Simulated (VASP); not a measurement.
# Cu2O (Pn-3m) in VASP: further runs, part 3 of 3

VASP 6.6.1. Earlier steps stand in the parts before.

### 4 Single point, r2SCAN

This run uses another cell than the first one, of 12.76 Å³/atom, 1.064 times its volume.

Input file POSCAR:

```
Cu2O
1.0
    4.2458092684      0.0000000000      0.0000000000
    0.0000000000      4.2458092684      0.0000000000
    0.0000000000      0.0000000000      4.2458092684
Cu O
4 2
Direct
    0.2500000000      0.2500000000      0.2500000000
    0.2500000000      0.7500000000      0.7500000000
    0.7500000000      0.7500000000      0.2500000000
    0.7500000000      0.2500000000      0.7500000000
    0.0000000000      0.0000000000      0.0000000000
    0.5000000000      0.5000000000      0.5000000000
```

Input file INCAR.step1:

```
SYSTEM = Cu2O
PREC     = Accurate       ! precision mode
ENCUT    = 660            ! plane-wave cutoff, eV
ISMEAR   = 0              ! smearing method
SIGMA    = 0.02           ! smearing width, eV
LREAL    = .FALSE.        ! projectors in reciprocal space
LASPH    = .TRUE.         ! aspherical terms in the spheres
NELM     = 120            ! most SCF steps
NBANDS   = 37             ! bands
GGA      = PE             ! functional
ALGO     = Normal         ! electronic algorithm
EDIFF    = 1E-5           ! SCF threshold, eV
LWAVE    = .TRUE.         ! write WAVECAR
LCHARG   = .FALSE.        ! write CHGCAR
GGA_COMPAT= .FALSE.
```

Input file INCAR.step2:

```
SYSTEM = Cu2O
PREC     = Accurate       ! precision mode
ENCUT    = 660            ! plane-wave cutoff, eV
EDIFF    = 1E-6           ! SCF threshold, eV
ISMEAR   = 0              ! smearing method
SIGMA    = 0.02           ! smearing width, eV
LREAL    = .FALSE.        ! projectors in reciprocal space
LASPH    = .TRUE.         ! aspherical terms in the spheres
NELM     = 120            ! most SCF steps
ALGO     = Normal         ! electronic algorithm
ISIF     = 2              ! what is computed and relaxed
LWAVE    = .FALSE.        ! write WAVECAR
LCHARG   = .FALSE.        ! write CHGCAR
METAGGA  = R2SCAN         ! meta-GGA
LMIXTAU  = .TRUE.       
NBANDS   = 37             ! bands
ISTART   = 1            
GGA_COMPAT= .FALSE.
```

Input file KPOINTS:

```
Automatic mesh
0
G
  6 6 6
  0 0 0
```

Potentials or basis: VASP PAW PBE potentials, release 64 (Cu, O).

Launch:

```console
> cat potpaw_PBE.64/Cu/POTCAR potpaw_PBE.64/O/POTCAR > POTCAR
> cp INCAR.step1 INCAR
> mpirun -np 1 vasp_std > vasp.out
> cp INCAR.step2 INCAR
> mpirun -np 1 vasp_std > vasp.out
```

OUTCAR:

```text
SYSTEM = Cu2O
   PREC = Accurate
   ENCUT = 660
   EDIFF = 1E-6
   ISMEAR = 0
   LREAL = .FALSE.
   LASPH = .TRUE.
   NELM = 120
   ISIF = 2
   METAGGA = R2SCAN
   ISTART = 1

 ion  position               nearest neighbor table
   1  0.250  0.250  0.250-   5 1.84   6 1.84
   2  0.250  0.750  0.750-   5 1.84   6 1.84
   3  0.750  0.750  0.250-   5 1.84   6 1.84
   4  0.750  0.250  0.750-   5 1.84   6 1.84
   5  0.000  0.000  0.000-   1 1.84   2 1.84   3 1.84   4 1.84
   6  0.500  0.500  0.500-   1 1.84   2 1.84   3 1.84   4 1.84

  LATTYP: Found a simple cubic cell.
 ALAT       =     4.2458092684

  Lattice vectors:

 A1 = (   4.2458092684,   0.0000000000,   0.0000000000)
 A2 = (   0.0000000000,   4.2458092684,   0.0000000000)
 A3 = (   0.0000000000,   0.0000000000,   4.2458092684)

Analysis of symmetry for initial positions (statically):
=====================================================================
 Subroutine PRICEL returns:
 Original cell was already a primitive cell.

 Routine SETGRP: Setting up the symmetry group for a
 simple cubic supercell.

 Subroutine GETGRP returns: Found 48 space group operations
 (whereof 24 operations were pure point group operations)
 out of a pool of 48 trial point group operations.

The static configuration has the point symmetry T_d .
 The point group associated with its full space group is O_h .

Analysis of symmetry for dynamics (positions and initial velocities):
=====================================================================
 Subroutine PRICEL returns:
 Original cell was already a primitive cell.

 Routine SETGRP: Setting up the symmetry group for a
 simple cubic supercell.

 Subroutine GETGRP returns: Found 48 space group operations
 (whereof 24 operations were pure point group operations)
 out of a pool of 48 trial point group operations.

The dynamic configuration has the point symmetry T_d .
 The point group associated with its full space group is O_h .

 Subroutine INISYM returns: Found 48 space group operations
 (whereof 24 operations are pure point group operations),
 and found     1 'primitive' translations

----------------------------------------------------------------------------------------

                                     Primitive cell

  volume of cell :      76.5388

  direct lattice vectors                    reciprocal lattice vectors
     4.245809268  0.000000000  0.000000000     0.235526359  0.000000000  0.000000000
     0.000000000  4.245809268  0.000000000     0.000000000  0.235526359  0.000000000
     0.000000000  0.000000000  4.245809268     0.000000000  0.000000000  0.235526359

  length of vectors
     4.245809268  4.245809268  4.245809268     0.235526359  0.235526359  0.235526359

  position of ions in fractional coordinates (direct lattice)
     0.250000000  0.250000000  0.250000000
     0.250000000  0.750000000  0.750000000
     0.750000000  0.750000000  0.250000000
     0.750000000  0.250000000  0.750000000
     0.000000000  0.000000000  0.000000000
     0.500000000  0.500000000  0.500000000

  ion indices of the primitive-cell ions
   primitive index   ion index
                 1           1
                 2           2
                 3           3
                 4           4
                 5           5
[... 30 lines left out ...]
  0.000000  0.000000  0.000000      1.000000
  0.166667  0.000000  0.000000      6.000000
  0.333333  0.000000  0.000000      6.000000
  0.500000  0.000000  0.000000      3.000000
  0.166667  0.166667  0.000000     12.000000
  0.333333  0.166667  0.000000     24.000000
[... 12 lines left out ...]
  0.500000  0.500000  0.333333      6.000000
  0.500000  0.500000  0.500000      1.000000
   k-points           NKPTS =     20   k-points in BZ     NKDIM =     20   number of bands    NBANDS=     37
   number of dos      NEDOS =    301   number of ions     NIONS =      6
   total plane-waves  NPLWV =  46656
   dimension x,y,z NGX =    36 NGY =   36 NGZ =   36
   dimension x,y,z NGXF=    72 NGYF=   72 NGZF=   72
   ions per type =               4   2
   NGX,Y,Z   is equivalent  to a cutoff of  14.10, 14.10, 14.10 a.u.
   NGXF,Y,Z  is equivalent  to a cutoff of  28.19, 28.19, 28.19 a.u.
 SYSTEM =  Cu2O
   PREC   = accura    normal or accurate (medium, high low for compatibility)
   ISTART =      1    job   : 0-new  1-cont  2-samecut
   ICHARG =      0    charge: 1-file 2-atom 10-const
   ISPIN  =      1    spin polarized calculation?
   LNONCOLLINEAR =      F non collinear calculations
   LSORBIT =      F    spin-orbit coupling
   LASPH  =      T    aspherical Exc in radial PAW
   ENCUT  =  660.0 eV  48.51 Ry    6.96 a.u.   8.89  8.89  8.89*2*pi/ulx,y,z
   NELM   =    120;   NELMIN=  2; NELMDL=  0     # of ELM steps
   EDIFF  = 0.1E-05   stopping-criterion for ELM
   LREAL  =      F    real-space projection
   EDIFFG = 0.1E-04   stopping-criterion for IOM
   NSW    =      0    number of steps for IOM
   IBRION =     -1    ionic relax: 0-MD 1-quasi-New 2-CG
   NFREE  =      0    steps in history (QN), initial steepest desc. (CG)
   ISIF   =      2    stress and relaxation
   ISYM   =      2    0-nonsym 1-usesym 2-fastsym
   POTIM  = 0.5000    time-step for ionic-motion
   TEBEG  =    0.0;   TEEND  =   0.0 temperature during run
   PSTRESS=    0.0 pullay stress
   NELECT =      56.0000    total number of electrons
   NUPDOWN=      -1.0000    fix difference up-down
   EMIN   =  10.00;   EMAX   =-10.00  energy-range for DOS
   EFERMI =   0.00;   METHOD = LEGACY
   ISMEAR =     0;   SIGMA  =   0.02  broadening in eV -4-tet -1-fermi 0-gaus
   EFERMI_NEDOS =   21; number of points for ismear=-14 and -15
   IALGO  =     38    algorithm
   IMIX   =      4    mixing-type and parameters
     AMIX     =   0.40;   BMIX     =  1.00
     AMIX_MAG =   1.60;   BMIX_MAG =  1.00
  volume/ion in A,a.u.               =      12.76        86.08
  Fermi-wavevector in a.u.,A,eV,Ry     =   1.475176  2.787677 29.608220  2.176143
  Thomas-Fermi vector in A             =   2.589857
   LORBIT       =      0    0 simple, 1 ext, 2 COOP (PROOUT), +10 PAW based schemes
   METAGGA = R2SCAN    functional components
   LHFCALC =     F    Hartree Fock is set to
   AEXX    =    0.0000 exact exchange contribution
   IVDW    =     0    specifies the selected vdW correction
   LEPSILON=     F    determine dielectric tensor
   LRPA    =     F    only Hartree local field effects (RPA)
 non-spin polarized calculation
 Gauss-broadening in eV      SIGMA  =   0.02
  energy-cutoff  :      660.00
  volume of cell :       76.54
 maximum number of plane-waves:      3016
 NGX is ok and might be reduce to    36
   NGX = 17   NGY = 17   NGZ = 17

 number of electron      55.9999991 magnetization

 Free energy of the ion-electron system (eV)
  ---------------------------------------------------
  ext. energy  EPLUGINS =         0.00000000
  ---------------------------------------------------
  free energy    TOTEN  =       -58.22001045 eV

  energy without entropy =      -58.22001045  energy(sigma->0) =      -58.22001045

 E-fermi :   4.7960     XC(G=0): -11.6945

 val. band max:        4.7070228731   @ k =   0.0000   0.0000   0.0000
 cond. band min:       5.4961932547   @ k =   0.0000   0.0000   0.0000
 fundamental gap:      0.7891703816
 Fermi energy:         4.7959533746

 k-point     1 :       0.0000    0.0000    0.0000
  band No.  band energies     occupation
      1     -16.6785      2.00000
      2     -15.9544      2.00000
      3      -2.8360      2.00000
      4      -2.8360      2.00000
      5      -2.8360      2.00000
      6      -0.3684      2.00000
[... 789 lines left out ...]
     36      13.0922      0.00000
     37      19.3374      0.00000

------------------------ aborting loop because EDIFF is reached ----------------------------------------

  FORCE on cell =-STRESS in cart. coord.  units (eV):
  Direction    XX          YY          ZZ          XY          YZ          ZX
  --------------------------------------------------------------------------------------
  -------------------------------------------------------------------------------------
  Total        0.3930063      0.3930063      0.3930063     -0.0000000     -0.0000000      0.0000000
  in kB        8.2267560      8.2267560      8.2267560     -0.0000000     -0.0000000      0.0000000
  external PRESSURE =       8.2267560 kB  Pullay stress =       0.0000000 kB

 VOLUME and BASIS-vectors are now :
 -----------------------------------------------------------------------------
  energy-cutoff  :      660.00
  volume of cell :       76.54
      direct lattice vectors                 reciprocal lattice vectors
     4.245809268  0.000000000  0.000000000     0.235526359  0.000000000  0.000000000
     0.000000000  4.245809268  0.000000000     0.000000000  0.235526359  0.000000000
     0.000000000  0.000000000  4.245809268     0.000000000  0.000000000  0.235526359

 POSITION                                       TOTAL-FORCE (eV/Angst)
 -----------------------------------------------------------------------------------
      1.06145      1.06145      1.06145         0.000000     -0.000000      0.000000
      1.06145      3.18436      3.18436        -0.000000     -0.000000      0.000000
      3.18436      3.18436      1.06145        -0.000000      0.000000      0.000000
      3.18436      1.06145      3.18436        -0.000000      0.000000     -0.000000
      0.00000      0.00000      0.00000         0.000000     -0.000000      0.000000
      2.12290      2.12290      2.12290         0.000000     -0.000000      0.000000
 -----------------------------------------------------------------------------------
    total drift:                                0.000000      0.000000      0.000000

  FREE ENERGIE OF THE ION-ELECTRON SYSTEM (eV)
  ---------------------------------------------------
  free  energy   TOTEN  =       -58.2200104524 eV

  energy  without entropy=      -58.2200104524  energy(sigma->0) =      -58.22001045
```

Wall time 1.8 min (1 thread of Intel Xeon 6975P-C (Granite Rapids), shared host); peak memory 0.25 GiB.

Results:

```yaml
Free_energy: -58.2200 eV
Pressure: 0.8 GPa
Band_gap_on_the_k_mesh: 0.79 eV, direct
```

Caveat: the PAW data sets were made with another functional, which shifts forces and pressure a little.

### 5 The runs side by side

```csv
cell,gap on the mesh (eV),pressure (GPa)
"a = 4.159 Å, 6 atoms",0.94,10.3
"a = 4.203 Å, 6 atoms",0.86,5.2
"a = 4.246 Å, 6 atoms",0.79,0.8
```

Alike in all rows: task single point; level r2SCAN; potentials or basis VASP PAW PBE potentials, release 64 (Cu, O); no spin polarisation; k mesh 6 × 6 × 6; cutoff (eV) 660; smearing gaussian 0.02 eV.

Caveats: the PAW data sets were made with another functional, which shifts forces and pressure a little.

Absolute energies hang on the potentials; compare differences alone.

### 6 Comparison with measurements

Step 4. A measured gap of Cu2O is 2.17 eV (direct; quoted in “Importance of surface oxygen vacancies for ultrafast hot carrier relaxation and transport in Cu2O”, 2021, arxiv:2103.03167); the calculated 0.79 eV misses it by -1.38 eV. So large a miss can be the level of theory's own, or it may mean another phase, state or a wrong row. The value is that of r2SCAN on a finite k mesh, which can miss the band edges, without temperature or zero-point motion.
